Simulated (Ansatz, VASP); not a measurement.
One calculation of BaHfO3, two programs

File INCAR:

```
PREC = Accurate
ENCUT = 600
EDIFF = 1E-7
ISMEAR = 0
SIGMA = 0.15
LREAL = False
LASPH = True
NELM = 100
ALGO = Normal
ISIF = 3
LWAVE = False
LCHARG = False
GGA = PE
IBRION = 2
NSW = 36
EDIFFG = -0.08
```

Contents of KPOINTS:

```
Automatic mesh
0
Gamma
  3 3 3
```

File POSCAR:

```
BaHfO3
1.0
   -2.9600000000      4.1750000000      2.9450000000
    2.9600000000     -4.1750000000      2.9450000000
    2.9600000000      4.1750000000     -2.9450000000
Ba Hf O
2 2 6
Direct
    0.2520000000      0.5020000000      0.7500000000
    0.7480000000      0.4980000000      0.2500000000
    0.0000000000      0.0000000000      0.0000000000
    0.5000000000      0.0000000000      0.5000000000
    0.7270000000      0.0000000000      0.2270000000
    0.2730000000      0.5000000000      0.2730000000
    0.7270000000      0.5000000000      0.7270000000
    0.2730000000      0.0000000000      0.7730000000
    0.7050000000      0.9550000000      0.7500000000
    0.2950000000      0.0450000000      0.2500000000
```

Input for Ansatz:

```yaml
crystal:
  lattice:
    - [-2.96, 4.175, 2.945]
    - [2.96, -4.175, 2.945]
    - [2.96, 4.175, -2.945]
  atoms:
    - { symbol: Ba, position: [0.252, 0.502, 0.75] }
    - { symbol: Ba, position: [0.748, 0.498, 0.25] }
    - { symbol: Hf, position: [0.0, 0.0, 0.0] }
    - { symbol: Hf, position: [0.5, 0.0, 0.5] }
    - { symbol: O, position: [0.727, 0.0, 0.227] }
    - { symbol: O, position: [0.273, 0.5, 0.273] }
    - { symbol: O, position: [0.727, 0.5, 0.727] }
    - { symbol: O, position: [0.273, 0.0, 0.773] }
    - { symbol: O, position: [0.705, 0.955, 0.75] }
    - { symbol: O, position: [0.295, 0.045, 0.25] }
basis:
  ecutwfc: 420
kpoints:
  mp_grid: { grid: [3, 3, 3] }
hamiltonian:
  xc: pbe
scf:
  occupations: { method: gaussian, width: 0.15 }
  lower_state_search: "off"
output:
  forces: true
  stress: true
  eigenvalues: true
relax:
  adjacent_minimum: "off"
  f_tol: 0.08
  max_steps: 16
  cell: { stress_tol: 0.8 }
```

Alike in both runs: task relaxation of cell and atoms; functional PBE; k mesh 3 × 3 × 3; occupations gaussian, width 0.15 eV; no spin polarisation.

|  | VASP | Ansatz |
| --- | --- | --- |
| version | VASP 6.6.1 | Ansatz 0.2.0 |
| potentials or method | VASP PAW PBE potentials, release 64 (Ba_sv, Hf_pv, O), cutoff 600 eV | scalar-relativistic, plane waves, PAW |
| valence electrons in the cell | 76 | 108 |

Ansatz gave:

| Quantity | Value |
| --- | --- |
| gap on the k mesh at the Fermi level, each at its own relaxed structure (eV) | 3.61 |
| relaxed volume (Å³/atom) | 14.87 |
| relaxed cell length with the largest relative difference (Å) | 5.948 |

Estimate VASP's values.

gap on the k mesh at the Fermi level, each at its own relaxed structure (eV): 3.54; relaxed volume (Å³/atom): 14.82; relaxed cell length with the largest relative difference (Å): 5.940.

VASP's potentials hold 76 valence electrons a cell and Ansatz's 108, so a difference there can come from the potentials and not from the codes.

The k mesh is coarse, so the values compare programs but aren't converged. Spin-orbit coupling is off throughout.
